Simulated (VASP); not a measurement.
# Sb (P6/mmm) in VASP: a series of runs

The runs below take Sb through single point, with PBE.

All numbers are computed with VASP 6.6.1; they aren't measurements. Logs are shortened: lines on timing, memory, paths and dates and some standing lists are left out, and cuts for length are marked.

## 1. The cell of the first run

The structure is hexagonal, space group P6/mmm (No. 191). Conventional cell: a = 3.287 Å, b = 3.287 Å, c = 6.164 Å, α = 90.00°, β = 90.00°, γ = 120.00°. Within 4.0 Å of Sb (site symmetry 6mm) lie 8 Sb at 3.05 to 3.29 Å.

## 2. Single point, PBE

File INCAR:

```
PREC = Accurate ; ENCUT = 520
EDIFF = 1E-6 ; ISMEAR = 0
SIGMA = 0.1 ; LREAL = False
LASPH = True ; NELM = 60
ALGO = Normal ; ISIF = 2
LWAVE = False ; LCHARG = True
GGA = PE ; LELF = True
LVHAR = True ; NBANDS = 12
```

File KPOINTS:

```
regular mesh
0
Gamma
  6 6 4
```

File POSCAR:

```
Sb
1.0
    3.2874606856      0.0000000000      0.0000000000
   -1.6437303428      2.8470244676      0.0000000000
    0.0000000000      0.0000000000      6.1636056140
Sb
2
Direct
    0.0000000000      0.0000000000      0.2476722328
    0.0000000000      0.0000000000      0.7523277672
```

Potentials or basis: VASP PAW PBE potentials, release 64 (Sb).

Command:

```
cat potpaw_PBE.64/Sb/POTCAR > POTCAR
mpirun -np 1 vasp_std > vasp.out
```

OUTCAR:

```text
PREC = Accurate
   ENCUT = 520
   EDIFF = 1E-6
   ISMEAR = 0
   LREAL = False
   LASPH = True
   NELM = 60
   ISIF = 2
   GGA = PE

 ion  position               nearest neighbor table
   1  0.000  0.000  0.248-   2 3.05   2 3.11
   2  0.000  0.000  0.752-   1 3.05   1 3.11

  LATTYP: Found a hexagonal cell.
 ALAT       =     3.2874606856
 C/A-ratio  =     1.8748834445

  Lattice vectors:

 A1 = (   3.2874606856,   0.0000000000,   0.0000000000)
 A2 = (  -1.6437303428,   2.8470244676,   0.0000000000)
 A3 = (   0.0000000000,   0.0000000000,   6.1636056140)

Analysis of symmetry for initial positions (statically):
=====================================================================
 Subroutine PRICEL returns:
 Original cell was already a primitive cell.

 Routine SETGRP: Setting up the symmetry group for a
 hexagonal supercell.

 Subroutine GETGRP returns: Found 24 space group operations
 (whereof 24 operations were pure point group operations)
 out of a pool of 24 trial point group operations.

The static configuration has the point symmetry D_6h.

Analysis of symmetry for dynamics (positions and initial velocities):
=====================================================================
 Subroutine PRICEL returns:
 Original cell was already a primitive cell.

 Routine SETGRP: Setting up the symmetry group for a
 hexagonal supercell.

 Subroutine GETGRP returns: Found 24 space group operations
 (whereof 24 operations were pure point group operations)
 out of a pool of 24 trial point group operations.

The dynamic configuration has the point symmetry D_6h.

 Subroutine INISYM returns: Found 24 space group operations
 (whereof 24 operations are pure point group operations),
 and found     1 'primitive' translations

----------------------------------------------------------------------------------------

                                     Primitive cell

  volume of cell :      57.6881

  direct lattice vectors                    reciprocal lattice vectors
     3.287460686  0.000000000  0.000000000     0.304186147  0.175621954  0.000000000
    -1.643730343  2.847024468  0.000000000     0.000000000  0.351243908  0.000000000
     0.000000000  0.000000000  6.163605614     0.000000000  0.000000000  0.162242697

  length of vectors
     3.287460686  3.287460686  6.163605614     0.351243908  0.351243908  0.162242697

  position of ions in fractional coordinates (direct lattice)
     0.000000000  0.000000000  0.247672233
     0.000000000  0.000000000  0.752327767

  ion indices of the primitive-cell ions
   primitive index   ion index
                 1           1
                 2           2

----------------------------------------------------------------------------------------

 KPOINTS: regular mesh

Automatic generation of k-mesh.
 Grid dimensions read from file:
 generate k-points for:    6    6    4

 Generating k-lattice:

  Cartesian coordinates                     Fractional coordinates (reciprocal lattice)
     0.050697691  0.029270326  0.000000000     0.166666667 -0.000000000  0.000000000
     0.000000000  0.058540651  0.000000000     0.000000000  0.166666667  0.000000000
     0.000000000  0.000000000  0.040560674     0.000000000  0.000000000  0.250000000

  Length of vectors
     0.058540651  0.058540651  0.040560674

  Shift w.r.t. Gamma in fractional coordinates (k-lattice)
     0.000000000  0.000000000  0.000000000

 Subroutine IBZKPT returns following result:
 ===========================================

 Found     21 irreducible k-points:

 Following reciprocal coordinates:
            Coordinates               Weight
  0.000000  0.000000  0.000000      1.000000
  0.166667  0.000000  0.000000      6.000000
  0.333333  0.000000  0.000000      6.000000
  0.500000 -0.000000  0.000000      3.000000
  0.166667  0.166667  0.000000      6.000000
  0.333333  0.166667  0.000000     12.000000
[... 13 lines left out ...]
  0.333333  0.166667  0.500000     12.000000
  0.333333  0.333333  0.500000      2.000000
   k-points           NKPTS =     21   k-points in BZ     NKDIM =     21   number of bands    NBANDS=     12
   number of dos      NEDOS =    301   number of ions     NIONS =      2
   total plane-waves  NPLWV =  27648
   dimension x,y,z NGX =    24 NGY =   24 NGZ =   48
   dimension x,y,z NGXF=    48 NGYF=   48 NGZF=   96
   ions per type =               2
   NGX,Y,Z   is equivalent  to a cutoff of  12.14, 12.14, 12.95 a.u.
   NGXF,Y,Z  is equivalent  to a cutoff of  24.27, 24.27, 25.89 a.u.
 SYSTEM =  unknown system
   PREC   = accura    normal or accurate (medium, high low for compatibility)
   ISTART =      0    job   : 0-new  1-cont  2-samecut
   ICHARG =      2    charge: 1-file 2-atom 10-const
   ISPIN  =      1    spin polarized calculation?
   LNONCOLLINEAR =      F non collinear calculations
   LSORBIT =      F    spin-orbit coupling
   LASPH  =      T    aspherical Exc in radial PAW
   ENCUT  =  520.0 eV  38.22 Ry    6.18 a.u.   6.11  6.11 11.46*2*pi/ulx,y,z
   NELM   =     60;   NELMIN=  2; NELMDL= -5     # of ELM steps
   EDIFF  = 0.1E-05   stopping-criterion for ELM
   LREAL  =      F    real-space projection
   EDIFFG = 0.1E-04   stopping-criterion for IOM
   NSW    =      0    number of steps for IOM
   IBRION =     -1    ionic relax: 0-MD 1-quasi-New 2-CG
   NFREE  =      0    steps in history (QN), initial steepest desc. (CG)
   ISIF   =      2    stress and relaxation
   ISYM   =      2    0-nonsym 1-usesym 2-fastsym
   POTIM  = 0.5000    time-step for ionic-motion
   TEBEG  =    0.0;   TEEND  =   0.0 temperature during run
   PSTRESS=    0.0 pullay stress
   NELECT =      10.0000    total number of electrons
   NUPDOWN=      -1.0000    fix difference up-down
   EMIN   =  10.00;   EMAX   =-10.00  energy-range for DOS
   EFERMI =   0.00;   METHOD = LEGACY
   ISMEAR =     0;   SIGMA  =   0.10  broadening in eV -4-tet -1-fermi 0-gaus
   EFERMI_NEDOS =   21; number of points for ismear=-14 and -15
   IALGO  =     38    algorithm
   IMIX   =      4    mixing-type and parameters
     AMIX     =   0.40;   BMIX     =  1.00
     AMIX_MAG =   1.60;   BMIX_MAG =  1.00
  volume/ion in A,a.u.               =      28.84       194.65
  Fermi-wavevector in a.u.,A,eV,Ry     =   0.912808  1.724956 11.336618  0.833218
  Thomas-Fermi vector in A             =   2.037246
   LORBIT       =      0    0 simple, 1 ext, 2 COOP (PROOUT), +10 PAW based schemes
   GGA     = PE    functional components
   LHFCALC =     F    Hartree Fock is set to
   AEXX    =    0.0000 exact exchange contribution
   IVDW    =     0    specifies the selected vdW correction
   LEPSILON=     F    determine dielectric tensor
   LRPA    =     F    only Hartree local field effects (RPA)
 non-spin polarized calculation
 Gauss-broadening in eV      SIGMA  =   0.10
  energy-cutoff  :      520.00
  volume of cell :       57.69
 maximum number of plane-waves:      1596
   NGX = 13   NGY = 13   NGZ = 23

 number of electron      10.0000001 magnetization

 Free energy of the ion-electron system (eV)
  ---------------------------------------------------
  ext. energy  EPLUGINS =         0.00000000
  ---------------------------------------------------
  free energy    TOTEN  =        -7.99677582 eV

  energy without entropy =       -7.99115519  energy(sigma->0) =       -7.99396551

 E-fermi :   7.4958     XC(G=0):  -9.8523

 val. band max:        7.4578244981   @ k =   0.3333   0.0000   0.5000
 cond. band min:       7.8820745074   @ k =   0.1667   0.1667   0.2500
 fundamental gap:      0.4242500093
 Fermi energy:         7.4958212530

 k-point     1 :       0.0000    0.0000    0.0000
  band No.  band energies     occupation
      1      -4.9499      2.00000
      2      -2.4570      2.00000
      3       1.8588      2.00000
      4      10.9050      0.00000
      5      11.9345      0.00000
      6      11.9345      0.00000
      7      14.0057      0.00000
      8      14.0057      0.00000
      9      14.5610      0.00000
     10      17.2085      0.00000
     11      17.4520      0.00000
     12      17.4520      0.00000

 k-point     2 :       0.1667    0.0000    0.0000
  band No.  band energies     occupation
      1      -4.4572      2.00000
      2      -1.9546      2.00000
      3       2.3230      2.00000
      4       8.6475      0.00000
      5      10.8811      0.00000
      6      10.9716      0.00000
      7      11.3875      0.00000
      8      12.9434      0.00000
      9      14.7426      0.00000
     10      15.4713      0.00000
     11      15.5106      0.00000
     12      17.3965      0.00000

 k-point     3 :       0.3333    0.0000    0.0000
  band No.  band energies     occupation
      1      -3.0617      2.00000
      2      -0.5029      2.00000
      3       3.5552      2.00000
      4       4.4088      2.00000
      5       6.6738      2.00000
      6       9.5087      0.00000
      7      11.5359      0.00000
      8      11.7939      0.00000
      9      12.6372      0.00000
     10      13.4713      0.00000
     11      16.1858      0.00000
     12      16.6119      0.00000
[... 241 lines left out ...]
 k-point    20 :       0.3333    0.1667    0.5000
  band No.  band energies     occupation
      1      -1.0644      2.00000
      2      -0.9313      2.00000
      3       3.9101      2.00000
      4       4.0041      2.00000
      5       7.3309      1.98029
      6       7.4263      1.67470
      7       8.2859      0.00000
      8       8.4620      0.00000
      9      13.8284      0.00000
     10      13.8710      0.00000
     11      16.5380      0.00000
     12      16.5924      0.00000

 k-point    21 :       0.3333    0.3333    0.5000
  band No.  band energies     occupation
      1      -0.2583      2.00000
      2      -0.1152      2.00000
      3       4.4963      2.00000
      4       4.4963      2.00000
      5       4.5841      2.00000
      6       4.5841      2.00000
      7       8.9162      0.00000
      8       9.1152      0.00000
      9      14.3656      0.00000
     10      14.3656      0.00000
     11      14.4009      0.00000
     12      14.4009      0.00000

------------------------ aborting loop because EDIFF is reached ----------------------------------------

  FORCE on cell =-STRESS in cart. coord.  units (eV):
  Direction    XX          YY          ZZ          XY          YZ          ZX
  --------------------------------------------------------------------------------------
  -------------------------------------------------------------------------------------
  Total       -0.0435274     -0.0435274     -0.0437634      0.0000000      0.0000000      0.0000000
  in kB       -1.2088906     -1.2088906     -1.2154455      0.0000000      0.0000000      0.0000000
  external PRESSURE =      -1.2110756 kB  Pullay stress =       0.0000000 kB

 VOLUME and BASIS-vectors are now :
 -----------------------------------------------------------------------------
  energy-cutoff  :      520.00
  volume of cell :       57.69
      direct lattice vectors                 reciprocal lattice vectors
     3.287460686  0.000000000  0.000000000     0.304186147  0.175621954  0.000000000
    -1.643730343  2.847024468  0.000000000     0.000000000  0.351243908  0.000000000
     0.000000000  0.000000000  6.163605614     0.000000000  0.000000000  0.162242697

 POSITION                                       TOTAL-FORCE (eV/Angst)
 -----------------------------------------------------------------------------------
      0.00000      0.00000      1.52655        -0.000000     -0.000000      0.007300
      0.00000      0.00000      4.63705         0.000000      0.000000     -0.007300
 -----------------------------------------------------------------------------------
    total drift:                               -0.000000      0.000000     -0.000000

  FREE ENERGIE OF THE ION-ELECTRON SYSTEM (eV)
  ---------------------------------------------------
  free  energy   TOTEN  =        -7.9967758203 eV

  energy  without entropy=       -7.9911551943  energy(sigma->0) =       -7.99396551
```

It used 4.3 s of CPU time on 1 thread of Intel(R) Xeon(R) 6975P-C (Granite Rapids), with other jobs on the host.

What came out:

```yaml
Free_energy: -7.9968 eV
Pressure: -0.1 GPa
Largest_force: 0.007 eV/Å
Band_gap_on_the_k_mesh: zero (band 5 reaches 12.74 eV, above the bottom of band 6 at 4.58 eV)
```

Forces on the atoms (eV/Å):
```
Sb   0.000  0.000  0.007
Sb   0.000  0.000 -0.007
```

Levels at points of the mesh, in eV from the Fermi level:
| k point | band 3 | band 4 | band 5 | band 6 | band 7 | band 8 |
| --- | --- | --- | --- | --- | --- | --- |
| (0.00, 0.00, 0.00) | -5.64 | 3.41 | 4.44 | 4.44 | 6.51 | 6.51 |
| (0.50, 0.00, 0.00) | -5.42 | -3.34 | -2.97 | 1.49 | 2.46 | 3.50 |
| (0.00, 0.00, 0.50) | -2.03 | -1.88 | 5.25 | 5.25 | 5.35 | 5.35 |
| (0.50, 0.00, 0.50) | -4.64 | -4.55 | 0.85 | 1.03 | 2.27 | 2.36 |

Caveat: the k points lie up to 0.37 Å⁻¹ apart; spin-orbit coupling is left out, which moves the levels of the heavy elements.

## 3. Single point, PBE

This run uses another cell than the first one, of 34.13 Å³/atom, 1.183 times its volume.

File INCAR:

```
SYSTEM = Sb
PREC = Accurate
ENCUT = 520
EDIFF = 1E-7
ISMEAR = 0
SIGMA = 0.1
LREAL = .FALSE.
LASPH = .TRUE.
NELM = 100
ALGO = Normal
ISIF = 2
LWAVE = .FALSE.
LCHARG = .FALSE.
GGA = PE
NBANDS = 12
```

File KPOINTS:

```
regular mesh
0
G
  6 6 4
  0 0 0
```

File POSCAR:

```
Sb
1.0
    3.6184699200      0.0000000000      0.0000000000
   -1.8092349600      3.1336868800      0.0000000000
    0.0000000000      0.0000000000      6.0206391400
Sb
2
Direct
    0.0000000000      0.0000000000      0.2059912700
    0.0000000000      0.0000000000      0.7940087300
```

Potentials or basis: VASP PAW PBE potentials, release 64 (Sb).

Command:

```
cat potpaw_PBE.64/Sb/POTCAR > POTCAR
mpirun -np 1 vasp_std > vasp.out
```

It used 7.6 s of CPU time on 1 thread of Intel(R) Xeon(R) 6975P-C (Granite Rapids), on a shared host.

The run converged. Its results:

```
Free energy            : -6.8724 eV
Pressure               : 4.0 GPa
Largest force          : 4.126 eV/Å
Band gap on the k mesh : zero (band 5 reaches 7.64 eV, above the bottom of band 6 at 4.20 eV)
```

Forces on the atoms (eV/Å):
```
Sb   0.000  0.000  4.126
Sb   0.000  0.000 -4.126
```

Stress tensor (GPa, compression positive):
```
-6.91  0.00  0.00
 0.00 -6.91  0.00
 0.00  0.00 25.80
```

Levels at points of the mesh, in eV from the Fermi level:
| k point | band 1 | band 2 | band 3 | band 4 | band 5 | band 6 | band 7 | band 8 | band 9 | band 10 |
| --- | --- | --- | --- | --- | --- | --- | --- | --- | --- | --- |
| (0.00, 0.00, 0.00) | -12.00 | -8.01 | -4.39 | 2.01 | 2.01 | 5.15 | 5.15 | 6.08 | 6.09 | 8.55 |
| (0.50, 0.00, 0.00) | -10.25 | -5.93 | -4.59 | -2.69 | -1.52 | 0.20 | 3.27 | 3.49 | 4.64 | 7.71 |
| (0.00, 0.00, 0.50) | -11.79 | -9.02 | -1.62 | 1.25 | 2.28 | 2.28 | 4.52 | 4.52 | 6.48 | 8.78 |
| (0.50, 0.00, 0.50) | -10.07 | -6.97 | -4.27 | -2.40 | -0.03 | 0.48 | 2.58 | 3.52 | 4.99 | 6.69 |

Caveat: spin-orbit coupling is left out, which moves the levels of the heavy elements; forces of over 1 eV/Å act on the atoms, so gaps and moduli don't describe the material at rest.
